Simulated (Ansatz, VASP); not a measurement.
**Two plane-wave programs on SiO2**

INCAR

```
SYSTEM = SiO2
  PREC = Accurate
  ENCUT = 520
  EDIFF = 1E-6
  ISMEAR = 0
  SIGMA = 0.05
  LREAL = .FALSE.
  LASPH = .TRUE.
  NELM = 60
  ALGO = Normal
  ISIF = 2
  LWAVE = .FALSE.
  LCHARG = .FALSE.
  NBANDS = 34
```

File KPOINTS:

```
Automatic mesh
0
G
  6 6 4
  0 0 0
```

The input POSCAR:

```
SiO2
1.0
    4.8875374386      0.0000000000      0.0000000000
   -2.4437687193      4.2327315837      0.0000000000
    0.0000000000      0.0000000000      5.5248549937
Si O
3 6
Direct
    0.0000000000      0.5000000000      0.3333333333
    0.5000000000      0.5000000000      0.6666666667
    0.5000000000      0.0000000000      0.0000000000
    0.5843949021      0.7921974511      0.8333333333
    0.7921974511      0.5843949021      0.5000000000
    0.7921974511      0.2078025489      0.1666666667
    0.4156050979      0.2078025489      0.8333333333
    0.2078025489      0.4156050979      0.5000000000
    0.2078025489      0.7921974511      0.1666666667
```

Input for Ansatz:

```yaml
crystal:
  lattice:
    - [4.8875374386, 0.0, 0.0]
    - [-2.4437687193, 4.2327315837, 0.0]
    - [0.0, 0.0, 5.5248549937]
  atoms:
    - { symbol: Si, position: [0.0, 0.5, 0.3333333333] }
    - { symbol: Si, position: [0.5, 0.5, 0.6666666667] }
    - { symbol: Si, position: [0.5, 0.0, 0.0] }
    - { symbol: O, position: [0.5843949021, 0.7921974511, 0.8333333333] }
    - { symbol: O, position: [0.7921974511, 0.5843949021, 0.5] }
    - { symbol: O, position: [0.7921974511, 0.2078025489, 0.1666666667] }
    - { symbol: O, position: [0.4156050979, 0.2078025489, 0.8333333333] }
    - { symbol: O, position: [0.2078025489, 0.4156050979, 0.5] }
    - { symbol: O, position: [0.2078025489, 0.7921974511, 0.1666666667] }
basis:
  ecutwfc: 420
kpoints:
  mp_grid: { grid: [6, 6, 4] }
hamiltonian:
  xc: lda
scf:
  occupations: { method: gaussian, width: 0.05 }
output:
  forces: true
  stress: true
  eigenvalues: true
```

Change from the starting cell: strain -0.030 along x and y, +0.000 along z, atoms carried along.

Alike in both runs: task single point; functional LDA; k mesh 6 × 6 × 4; occupations gaussian, width 0.05 eV; no spin polarisation.

|  | VASP | Ansatz |
| --- | --- | --- |
| version | VASP 6.6.1 | Ansatz 0.2.0 |
| potentials or method | VASP PAW LDA potentials, release 64 (Si, O), cutoff 520 eV | scalar-relativistic, plane waves, PAW |
| valence electrons in the cell | 48 | 48 |

Ansatz gave:

```
gap on the k mesh at the Fermi level (eV)                     : 5.71
least direct gap on the mesh (eV)                             : 5.85
pressure (GPa)                                                : 12.8
traceless stress, the component that is largest in VASP (GPa) : -1.11
rms of the force components (eV/Å)                            : 0.269
```

Problem. Estimate VASP's values.

Solution. gap on the k mesh at the Fermi level (eV): 5.70; least direct gap on the mesh (eV): 5.85; pressure (GPa): 13.5; traceless stress, the component that is largest in VASP (GPa): -1.04; rms of the force components (eV/Å): 0.273.

LDA's correlation is that of Perdew and Zunger in VASP and of Perdew and Wang (1992) in Ansatz. Atom by atom the forces differ by 0.004 eV/Å (rms over components).
